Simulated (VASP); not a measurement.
# TiC (Fm-3m) in VASP: further runs

Runs on TiC. Level: r2SCAN. Tasks: single point.

All numbers are computed with VASP 6.6.1; they aren't measurements. Logs are shortened: lines on timing, memory, paths and dates and some standing lists are left out, and cuts for length are marked.

## Step 1: The cell of the first run

Symmetry: Fm-3m, No. 225, cubic system. Conventional cell: a = 4.284 Å, b = 4.284 Å, c = 4.284 Å, α = 90.00°, β = 90.00°, γ = 90.00°. Within 2.8 Å of Ti (site symmetry m-3m) lie 6 C at 2.14 Å. Within 2.8 Å of C (site symmetry m-3m) lie 6 Ti at 2.14 Å.

## Step 2: Single point, r2SCAN (9.83 Å³/atom)

File POSCAR:

```
TiC
1.0
    0.0000000000      2.1420470661      2.1420470661
    2.1420470661      0.0000000000      2.1420470661
    2.1420470661      2.1420470661      0.0000000000
Ti C
1 1
Direct
    0.0000000000      0.0000000000      0.0000000000
    0.5000000000      0.5000000000      0.5000000000
```

File INCAR.step1:

```
SYSTEM = TiC
PREC = Accurate ; ENCUT = 910
ISMEAR = 0 ; SIGMA = 0.1
LREAL = .False. ; LASPH = .True.
NELM = 120 ; NBANDS = 15
GGA = PE ; ALGO = Normal
EDIFF = 1E-5 ; LWAVE = .True.
LCHARG = .False. ; GGA_COMPAT = .False.
```

File INCAR.step2:

```
SYSTEM = TiC
PREC = Accurate ; ENCUT = 910
EDIFF = 1E-6 ; ISMEAR = 0
SIGMA = 0.1 ; LREAL = .False.
LASPH = .True. ; NELM = 120
ALGO = Normal ; ISIF = 2
LWAVE = .False. ; LCHARG = .True.
METAGGA = R2SCAN ; LMIXTAU = .True.
LELF = .True. ; LVHAR = .True.
NBANDS = 15 ; ISTART = 1
GGA_COMPAT = .False.
```

File KPOINTS:

```
regular mesh
0
Gamma
  16 16 16
  0 0 0
```

Potentials or basis: VASP PAW PBE potentials, release 64 (Ti_sv, C_h).

The run is started by

```sh
$ cat potpaw_PBE.64/Ti_sv/POTCAR potpaw_PBE.64/C_h/POTCAR > POTCAR
$ cp INCAR.step1 INCAR
$ mpirun -np 1 vasp_std > vasp.out
$ cp INCAR.step2 INCAR
$ mpirun -np 1 vasp_std > vasp.out
```

OUTCAR:

```text
SYSTEM = TiC
   PREC = Accurate
   ENCUT = 910
   EDIFF = 1E-6
   ISMEAR = 0
   LREAL = .False.
   LASPH = .True.
   NELM = 120
   ISIF = 2
   METAGGA = R2SCAN
   ISTART = 1

 ion  position               nearest neighbor table
   1  0.000  0.000  0.000-   2 2.14   2 2.14   2 2.14   2 2.14   2 2.14   2 2.14
   2  0.500  0.500  0.500-   1 2.14   1 2.14   1 2.14   1 2.14   1 2.14   1 2.14

  LATTYP: Found a face centered cubic cell.
 ALAT       =     4.2840941322

  Lattice vectors:

 A1 = (   0.0000000000,   2.1420470661,   2.1420470661)
 A2 = (   2.1420470661,   0.0000000000,   2.1420470661)
 A3 = (   2.1420470661,   2.1420470661,   0.0000000000)

Analysis of symmetry for initial positions (statically):
=====================================================================
 Subroutine PRICEL returns:
 Original cell was already a primitive cell.

 Routine SETGRP: Setting up the symmetry group for a
 face centered cubic supercell.

 Subroutine GETGRP returns: Found 48 space group operations
 (whereof 48 operations were pure point group operations)
 out of a pool of 48 trial point group operations.

The static configuration has the point symmetry O_h .

Analysis of symmetry for dynamics (positions and initial velocities):
=====================================================================
 Subroutine PRICEL returns:
 Original cell was already a primitive cell.

 Routine SETGRP: Setting up the symmetry group for a
 face centered cubic supercell.

 Subroutine GETGRP returns: Found 48 space group operations
 (whereof 48 operations were pure point group operations)
 out of a pool of 48 trial point group operations.

The dynamic configuration has the point symmetry O_h .

 Subroutine INISYM returns: Found 48 space group operations
 (whereof 48 operations are pure point group operations),
 and found     1 'primitive' translations

----------------------------------------------------------------------------------------

                                     Primitive cell

  volume of cell :      19.6570

  direct lattice vectors                    reciprocal lattice vectors
     0.000000000  2.142047066  2.142047066    -0.233421575  0.233421575  0.233421575
     2.142047066  0.000000000  2.142047066     0.233421575 -0.233421575  0.233421575
     2.142047066  2.142047066  0.000000000     0.233421575  0.233421575 -0.233421575

  length of vectors
     3.029312012  3.029312012  3.029312012     0.404298028  0.404298028  0.404298028

  position of ions in fractional coordinates (direct lattice)
     0.000000000  0.000000000  0.000000000
     0.500000000  0.500000000  0.500000000

  ion indices of the primitive-cell ions
   primitive index   ion index
                 1           1
                 2           2

----------------------------------------------------------------------------------------

 KPOINTS: regular mesh

Automatic generation of k-mesh.
 Grid dimensions read from file:
 generate k-points for:   16   16   16

 Generating k-lattice:

  Cartesian coordinates                     Fractional coordinates (reciprocal lattice)
    -0.014588848  0.014588848  0.014588848     0.062500000  0.000000000  0.000000000
     0.014588848 -0.014588848  0.014588848     0.000000000  0.062500000  0.000000000
     0.014588848  0.014588848 -0.014588848     0.000000000  0.000000000  0.062500000

  Length of vectors
     0.025268627  0.025268627  0.025268627

  Shift w.r.t. Gamma in fractional coordinates (k-lattice)
     0.000000000  0.000000000  0.000000000

 Subroutine IBZKPT returns following result:
 ===========================================

 Found    145 irreducible k-points:

 Following reciprocal coordinates:
            Coordinates               Weight
  0.000000  0.000000  0.000000      1.000000
  0.062500  0.000000  0.000000      8.000000
  0.125000  0.000000  0.000000      8.000000
  0.187500  0.000000  0.000000      8.000000
  0.250000  0.000000  0.000000      8.000000
  0.312500  0.000000  0.000000      8.000000
[... 16 lines left out ...]
 -0.125000  0.062500  0.000000     24.000000
 -0.062500  0.062500  0.000000     12.000000
 [... further k-points ...]
   k-points           NKPTS =    145   k-points in BZ     NKDIM =    145   number of bands    NBANDS=     15
   number of dos      NEDOS =    301   number of ions     NIONS =      2
   total plane-waves  NPLWV =  27000
   dimension x,y,z NGX =    30 NGY =   30 NGZ =   30
   dimension x,y,z NGXF=    60 NGYF=   60 NGZF=   60
   ions per type =               1   1
   NGX,Y,Z   is equivalent  to a cutoff of  16.46, 16.46, 16.46 a.u.
   NGXF,Y,Z  is equivalent  to a cutoff of  32.93, 32.93, 32.93 a.u.
 SYSTEM =  TiC
   PREC   = accura    normal or accurate (medium, high low for compatibility)
   ISTART =      1    job   : 0-new  1-cont  2-samecut
   ICHARG =      0    charge: 1-file 2-atom 10-const
   ISPIN  =      1    spin polarized calculation?
   LNONCOLLINEAR =      F non collinear calculations
   LSORBIT =      F    spin-orbit coupling
   LASPH  =      T    aspherical Exc in radial PAW
   ENCUT  =  910.0 eV  66.88 Ry    8.18 a.u.   7.45  7.45  7.45*2*pi/ulx,y,z
   NELM   =    120;   NELMIN=  2; NELMDL=  0     # of ELM steps
   EDIFF  = 0.1E-05   stopping-criterion for ELM
   LREAL  =      F    real-space projection
   EDIFFG = 0.1E-04   stopping-criterion for IOM
   NSW    =      0    number of steps for IOM
   IBRION =     -1    ionic relax: 0-MD 1-quasi-New 2-CG
   NFREE  =      0    steps in history (QN), initial steepest desc. (CG)
   ISIF   =      2    stress and relaxation
   ISYM   =      2    0-nonsym 1-usesym 2-fastsym
   POTIM  = 0.5000    time-step for ionic-motion
   TEBEG  =    0.0;   TEEND  =   0.0 temperature during run
   PSTRESS=    0.0 pullay stress
   NELECT =      16.0000    total number of electrons
   NUPDOWN=      -1.0000    fix difference up-down
   EMIN   =  10.00;   EMAX   =-10.00  energy-range for DOS
   EFERMI =   0.00;   METHOD = LEGACY
   ISMEAR =     0;   SIGMA  =   0.10  broadening in eV -4-tet -1-fermi 0-gaus
   EFERMI_NEDOS =   21; number of points for ismear=-14 and -15
   IALGO  =     38    algorithm
   IMIX   =      4    mixing-type and parameters
     AMIX     =   0.40;   BMIX     =  1.00
     AMIX_MAG =   1.60;   BMIX_MAG =  1.00
  volume/ion in A,a.u.               =       9.83        66.33
  Fermi-wavevector in a.u.,A,eV,Ry     =   1.528537  2.888515 31.788977  2.336424
  Thomas-Fermi vector in A             =   2.636282
   LORBIT       =      0    0 simple, 1 ext, 2 COOP (PROOUT), +10 PAW based schemes
   METAGGA = R2SCAN    functional components
   LHFCALC =     F    Hartree Fock is set to
   AEXX    =    0.0000 exact exchange contribution
   IVDW    =     0    specifies the selected vdW correction
   LEPSILON=     F    determine dielectric tensor
   LRPA    =     F    only Hartree local field effects (RPA)
 non-spin polarized calculation
 Gauss-broadening in eV      SIGMA  =   0.10
  energy-cutoff  :      910.00
  volume of cell :       19.66
 maximum number of plane-waves:      1243
 NGX is ok and might be reduce to    30
   NGX = 15   NGY = 15   NGZ = 15

 number of electron      16.0000002 magnetization

 Free energy of the ion-electron system (eV)
  ---------------------------------------------------
  ext. energy  EPLUGINS =         0.00000000
  ---------------------------------------------------
  free energy    TOTEN  =       -24.85916481 eV

  energy without entropy =      -24.85718433  energy(sigma->0) =      -24.85817457

 E-fermi :  10.2258     XC(G=0): -13.7849

 val. band max:       10.2060307652   @ k =   0.1875   0.1875   0.0000
 cond. band min:      10.2266608015   @ k =   0.4375   0.3750   0.0000
 fundamental gap:      0.0206300363
 Fermi energy:        10.2258425118

 k-point     1 :       0.0000    0.0000    0.0000
  band No.  band energies     occupation
      1     -48.6423      2.00000
      2     -23.6036      2.00000
      3     -23.6036      2.00000
      4     -23.6036      2.00000
      5      -3.1287      2.00000
      6      11.1117      0.00000
      7      11.1117      0.00000
      8      11.1117      0.00000
      9      11.9398      0.00000
     10      11.9398      0.00000
     11      11.9398      0.00000
     12      12.0244      0.00000
     13      12.0244      0.00000
     14      21.9342      0.00000
     15      25.1983      0.00000

 k-point     2 :       0.0625    0.0000    0.0000
  band No.  band energies     occupation
      1     -48.6390      2.00000
      2     -23.6266      2.00000
      3     -23.6056      2.00000
      4     -23.6056      2.00000
      5      -3.0340      2.00000
      6      10.5614      0.00000
      7      10.7610      0.00000
      8      10.7610      0.00000
      9      11.3694      0.00000
     10      11.3695      0.00000
     11      12.2757      0.00000
     12      13.0874      0.00000
     13      13.0874      0.00000
     14      22.1037      0.00000
     15      25.2334      0.00000

 k-point     3 :       0.1250    0.0000    0.0000
  band No.  band energies     occupation
      1     -48.6296      2.00000
      2     -23.6919      2.00000
      3     -23.6113      2.00000
      4     -23.6113      2.00000
      5      -2.7563      2.00000
      6       9.5741      2.00000
      7       9.8545      2.00000
      8       9.8545      2.00000
      9      11.5227      0.00000
     10      11.5227      0.00000
     11      12.6879      0.00000
     12      14.2536      0.00000
     13      14.2536      0.00000
     14      22.5077      0.00000
     15      25.2535      0.00000
[... 343 lines left out ...]
 k-point    23 :      -0.1250    0.0625    0.0000
  band No.  band energies     occupation
      1     -48.6227      2.00000
      2     -23.7297      2.00000
      3     -23.6326      2.00000
      4     -23.6078      2.00000
      5      -2.5501      2.00000
      6       8.9943      2.00000
      7       9.2624      2.00000
      8       9.6076      2.00000
      9      11.4401      0.00000
     10      11.9629      0.00000
     11      13.0213      0.00000
     12      14.1154      0.00000
     13      15.3086      0.00000
     14      22.7764      0.00000
     15      25.2330      0.00000

 k-point    24 :      -0.0625    0.0625    0.0000
  band No.  band energies     occupation
      1     -48.6336      2.00000
      2     -23.6584      2.00000
      3     -23.6185      2.00000
      4     -23.6045      2.00000
      5      -2.8795      2.00000
      6       9.9745      1.99962
      7      10.0922      1.94128
      8      10.2588      0.64154
      9      11.2322      0.00000
     10      11.7602      0.00000
     11      12.6586      0.00000
     12      13.2544      0.00000
     13      14.1633      0.00000
     14      22.3635      0.00000
     15      25.2640      0.00000

 [... further k-points ...]

------------------------ aborting loop because EDIFF is reached ----------------------------------------

  FORCE on cell =-STRESS in cart. coord.  units (eV):
  Direction    XX          YY          ZZ          XY          YZ          ZX
  --------------------------------------------------------------------------------------
  -------------------------------------------------------------------------------------
  Total        1.1536247      1.1536247      1.1536247      0.0000000      0.0000000      0.0000000
  in kB       94.0282003     94.0282003     94.0282003      0.0000000      0.0000000      0.0000000
  external PRESSURE =      94.0282003 kB  Pullay stress =       0.0000000 kB

 VOLUME and BASIS-vectors are now :
 -----------------------------------------------------------------------------
  energy-cutoff  :      910.00
  volume of cell :       19.66
      direct lattice vectors                 reciprocal lattice vectors
     0.000000000  2.142047066  2.142047066    -0.233421575  0.233421575  0.233421575
     2.142047066  0.000000000  2.142047066     0.233421575 -0.233421575  0.233421575
     2.142047066  2.142047066  0.000000000     0.233421575  0.233421575 -0.233421575

 POSITION                                       TOTAL-FORCE (eV/Angst)
 -----------------------------------------------------------------------------------
      0.00000      0.00000      0.00000         0.000000      0.000000     -0.000000
      2.14205      2.14205      2.14205         0.000000     -0.000000      0.000000
 -----------------------------------------------------------------------------------
    total drift:                               -0.000000      0.000000      0.000000

  FREE ENERGIE OF THE ION-ELECTRON SYSTEM (eV)
  ---------------------------------------------------
  free  energy   TOTEN  =       -24.8591648117 eV

  energy  without entropy=      -24.8571843286  energy(sigma->0) =      -24.85817457
```

Wall time 2.8 min (1 thread of Intel Xeon 6975P-C (Granite Rapids), shared host); peak memory 0.24 GiB.

What came out:

```
Free energy            : -24.8592 eV
Pressure               : 9.4 GPa
Band gap on the k mesh : zero (bands 8 and 9 overlap by 1.34 eV)
```

Caveat: the cutoff is under 1.25 times the usual one of these potentials, so pressure, stress and relaxed cells hold a basis-set (Pulay) error; the cell stands under pressure; the PAW data sets were made with another functional, which shifts forces and pressure a little.

(Part 1 of 2 ends here.)
